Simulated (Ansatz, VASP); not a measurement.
Two plane-wave programs on In3As

Contents of INCAR:

```
SYSTEM = In3As
PREC     = Accurate       ! precision mode
ENCUT    = 520            ! plane-wave cutoff, eV
EDIFF    = 1E-6           ! SCF threshold, eV
ISMEAR   = 0              ! smearing method
SIGMA    = 0.15           ! smearing width, eV
LREAL    = .False.        ! projectors in reciprocal space
LASPH    = .True.         ! aspherical terms in the spheres
NELM     = 60             ! most SCF steps
ALGO     = Fast           ! electronic algorithm
ISIF     = 2              ! what is computed and relaxed
LWAVE    = .False.        ! write WAVECAR
LCHARG   = .True.         ! write CHGCAR
GGA      = PS             ! functional
IVDW     = 12             ! dispersion correction
LELF     = .True.         ! ELF
LVHAR    = .True.       
NBANDS   = 30             ! bands
```

KPOINTS

```
regular mesh
0
Gamma
  10 10 10
  0 0 0
```

POSCAR

```
In3As
1.0
    3.8270772446      0.0000000000      0.0000000000
    0.0000000000      4.5024438172      0.0000000000
    0.0000000000      0.0000000000      4.5024438172
In As
3 1
Direct
    0.0000000000      0.5000000000      0.5000000000
    0.5000000000      0.0000000000      0.5000000000
    0.5000000000      0.5000000000      0.0000000000
    0.0000000000      0.0000000000      0.0000000000
```

Input for Ansatz:

```yaml
crystal:
  lattice:
    - [3.8270772446, 0.0, 0.0]
    - [0.0, 4.5024438172, 0.0]
    - [0.0, 0.0, 4.5024438172]
  atoms:
    - { symbol: In, position: [0.0, 0.5, 0.5] }
    - { symbol: In, position: [0.5, 0.0, 0.5] }
    - { symbol: In, position: [0.5, 0.5, 0.0] }
    - { symbol: As, position: [0.0, 0.0, 0.0] }
basis:
  ecutwfc: 420
kpoints:
  mp_grid: { grid: [10, 10, 10] }
hamiltonian:
  xc: pbesol
  dispersion: d3bj
scf:
  occupations: { method: gaussian, width: 0.15 }
output:
  forces: true
  stress: true
  eigenvalues: true
```

Change from the starting cell: strain -0.1500 x Voigt [1, 0, 0, 0, 0, 0], atoms carried along.

Alike in both runs: task single point; functional PBEsol; dispersion D3(BJ); k mesh 10 × 10 × 10; occupations gaussian, width 0.15 eV; no spin polarisation.

|  | VASP | Ansatz |
| --- | --- | --- |
| version | VASP 6.6.1 | Ansatz 0.2.0 |
| potentials or method | VASP PAW PBE potentials, release 64 (In_d, As), cutoff 520 eV | scalar-relativistic, plane waves, PAW |
| valence electrons in the cell | 44 | 54 |

VASP gave:

| Property | Result |
| --- | --- |
| gap on the k mesh at the Fermi level (eV) | none |
| pressure (GPa) | 14.1 |
| traceless stress, the component that is largest in VASP (GPa) | -0.63 |

Problem. Which values does Ansatz return?

Solution. gap on the k mesh at the Fermi level (eV): none; pressure (GPa): 14.2; traceless stress, the component that is largest in VASP (GPa): -0.62.

VASP's potentials were made for PBE, not for PBEsol. A gap of «none» marks a metal or a gap that the smearing closes. VASP's potentials hold 44 valence electrons a cell and Ansatz's 54, so a difference there can come from the potentials and not from the codes.
